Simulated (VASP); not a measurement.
Input of a VASP 6.6.1 run:

File INCAR:

```
ALGO = Normal
EDIFF = 1E-6
ENCUT = 500
GGA = PE
GGA_COMPAT = False
ISIF = 2
ISMEAR = 0
LASPH = True
LCHARG = True
LELF = True
LREAL = False
LVHAR = True
LWAVE = False
NBANDS = 17
NELM = 120
PREC = Accurate
SIGMA = 0.01
```

KPOINTS

```
k-points
0
Gamma
  6 6 6
```

Contents of POSCAR:

```
Na2S
1.0
    0.0000000000      3.2554324508      3.2554324508
    3.2554324508      0.0000000000      3.2554324508
    3.2554324508      3.2554324508      0.0000000000
S Na
1 2
Direct
    0.0000000000      0.0000000000      0.0000000000
    0.2500000000      0.2500000000      0.2500000000
    0.7500000000      0.7500000000      0.7500000000
```

Potentials or basis: VASP PAW PBE potentials, release 64 (S, Na_pv).

Run with:

```console
$ cat potpaw_PBE.64/S/POTCAR potpaw_PBE.64/Na_pv/POTCAR > POTCAR
$ mpirun -np 1 vasp_std > vasp.out
```

Q: Estimate the band gap on the k mesh.

A: 2.53 eV.

Q: What does it give for the pressure?

A: 0.8 GPa.

Caveat: the structure was generated, so it needn't be the stable form of Na2S.
